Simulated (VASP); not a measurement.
Here is a VASP 6.6.1 calculation.

POSCAR

```
TiO2
1.0
    4.4430413372      0.0232085421      0.0772523241
    0.0232085421      4.9074564985     -0.0866550097
    0.0496389832     -0.0556807400      3.0579553439
Ti O
2 4
Direct
    0.0005935507     -0.0007846767     -0.0175476012
    0.4985749961      0.4997812965      0.5014178778
    0.2921889041      0.3550738906      0.0301490270
    0.1880732130      0.7796029983      0.5022759371
    0.6842240491      0.6894715684     -0.0400531577
    0.8363452870      0.1768549229      0.5237579170
```

INCAR.step1

```
SYSTEM = TiO2
ALGO = Normal
EDIFF = 1E-4
ENCUT = 520
GGA = PE
ISMEAR = 0
LASPH = .True.
LCHARG = .False.
LREAL = .False.
LWAVE = .True.
NBANDS = 33
NELM = 80
PREC = Accurate
SIGMA = 0.05
```

The input INCAR.step2:

```
SYSTEM = TiO2
ALGO = Normal
EDIFF = 1E-6
ENCUT = 520
ISIF = 2
ISMEAR = 0
ISTART = 1
LASPH = .True.
LCHARG = .False.
LMIXTAU = .True.
LREAL = .False.
LWAVE = .False.
METAGGA = R2SCAN
NBANDS = 33
NELM = 80
PREC = Accurate
SIGMA = 0.05
```

The input KPOINTS:

```
k-points
0
Gamma
  6 6 8
  0 0 0
```

Potentials or basis: VASP PAW PBE potentials, release 64 (Ti_sv, O).

Run with:

```sh
$ cat potpaw_PBE.64/Ti_sv/POTCAR potpaw_PBE.64/O/POTCAR > POTCAR
$ cp INCAR.step1 INCAR
$ mpirun -np 1 vasp_std > vasp.out
$ cp INCAR.step2 INCAR
$ mpirun -np 1 vasp_std > vasp.out
```

**Question.** Estimate the band gap on the k mesh.

**Answer.** 2.11 eV, indirect (least direct gap 2.44 eV).

**Question.** Predict the largest force.

**Answer.** 3.088 eV/Å.

Stress tensor (GPa, compression positive):
```
  1.43  -0.81   0.14
 -0.81  -9.51   4.60
  0.14   4.60 -10.82
```

Caveat: the cell differs from its parent crystal (atoms moved at random and the cell strained at random); the PAW data sets were made with another functional, which shifts forces and pressure a little. A k mesh can miss the band edges.
